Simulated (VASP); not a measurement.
Write the native input for VASP 6.6.1 that does the following.

| Property | Result |
| --- | --- |
| Task | single point |
| Functional | LDA |
| Potentials or basis | VASP PAW LDA potentials, release 64 (Y_sv, Co, O) |
| Cutoff | 520 eV |
| k mesh | 5 × 5 × 5 |
| Occupations | fermi-dirac, width 0.1 eV |
| Spin | collinear spin, ferromagnetic start |
| Starting moments | [0.0, 2.5, 0.0, 0.0, 0.0] μB |
| Dipole correction | no |
| Further INCAR settings | ALGO = Normal; EDIFF = 1e-06; NBANDS = 31 |

The structure of YCoO3 lies in POSCAR:

```
YCoO3
1.0
    3.7858310000      0.0000000000      0.0000000000
    0.0000000000      3.7858310000      0.0000000000
    0.0000000000      0.0000000000      3.7858310000
Y Co O
1 1 3
Direct
    0.0000000000      0.0000000000      0.0000000000
    0.5000000000      0.5000000000      0.5000000000
    0.5000000000      0.5000000000      0.0000000000
    0.5000000000      0.0000000000      0.5000000000
    0.0000000000      0.5000000000      0.5000000000
```

One way to write it, as run:

INCAR

```
SYSTEM = YCoO3
  PREC = Accurate
  ENCUT = 520
  EDIFF = 1E-6
  ISMEAR = -1
  SIGMA = 0.1
  LREAL = .False.
  LASPH = .True.
  NELM = 150
  ALGO = Normal
  ISIF = 2
  LWAVE = .False.
  LCHARG = .False.
  ISPIN = 2
  MAGMOM = 0 2.5 0 0 0
  LORBIT = 11
  LMAXMIX = 4
  GGA = CA
  NBANDS = 31
```

KPOINTS

```
Automatic mesh
0
Gamma
  5 5 5
  0 0 0
```

Potentials or basis: VASP PAW LDA potentials, release 64 (Y_sv, Co, O).

Launch:

```sh
$ cat potpaw_LDA.64/Y_sv/POTCAR potpaw_LDA.64/Co/POTCAR potpaw_LDA.64/O/POTCAR > POTCAR
$ mpirun -np 1 vasp_std > vasp.out
```

It gave:

```yaml
Pressure: -20.3 GPa
Net_moment: 1.07 μB per cell
Site_moments: Y +0.01; Co +0.95; O +0.02 μB
Valence_electrons_inside_the_program's_atomic_spheres: Y 9.12; Co 8.43; O 4.97
```

Caveat: a cell with one magnetic atom can't hold antiferromagnetic order, which such compounds often take.

Wall time 20 s on 1 thread of Intel(R) Xeon(R) Platinum 8488C (Sapphire Rapids) (shared host), peak memory 0.17 GiB.
